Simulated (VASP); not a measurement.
A run of VASP 6.6.1:

INCAR

```
SYSTEM = Hf3TiO8
PREC = Accurate
ENCUT = 600
EDIFF = 1E-6
ISMEAR = 0
SIGMA = 0.02
LREAL = .False.
LASPH = .True.
NELM = 120
ALGO = Normal
ISIF = 2
LWAVE = .False.
LCHARG = .False.
NBANDS = 57
GGA_COMPAT = .False.
```

Contents of KPOINTS:

```
regular mesh
0
Gamma
  6 6 6
  0 0 0
```

Contents of POSCAR:

```
Hf3TiO8
1.0
    3.5270630554      3.5270630554      0.0000000000
   -3.5270630554      3.5270630554      0.0000000000
    0.0000000000      0.0000000000      4.9880268636
Ti Hf O
1 3 8
Direct
    0.0000000000      0.5000000000      0.5000000000
    0.5000000000      0.0000000000      0.5000000000
    0.0000000000      0.0000000000      0.0000000000
    0.5000000000      0.5000000000      0.0000000000
    0.2136951729      0.2863048271      0.7136935998
    0.7863048271      0.7136951729      0.7136935998
    0.2910921654      0.7910921654      0.7910932047
    0.7089078346      0.2089078346      0.7910932047
    0.2136951729      0.7136951729      0.2863064002
    0.7863048271      0.2863048271      0.2863064002
    0.2910921654      0.2089078346      0.2089067953
    0.7089078346      0.7910921654      0.2089067953
```

Potentials or basis: VASP PAW LDA potentials, release 64 (Ti_sv, Hf_pv, O).

The run is started by

```bash
$ cat potpaw_LDA.64/Ti_sv/POTCAR potpaw_LDA.64/Hf_pv/POTCAR potpaw_LDA.64/O/POTCAR > POTCAR
$ mpirun -np 1 vasp_std > vasp.out
```

Hardware: 1 thread of Oxide Virtual Turin-like Processor (shared host).

Question: How long does it take, and how much memory?

Answer: Wall time 5.1 min on 1 thread of Oxide Virtual Turin-like Processor, on a shared host, peak memory 0.26 GiB. Counts: scf iterations 16, k points 20.
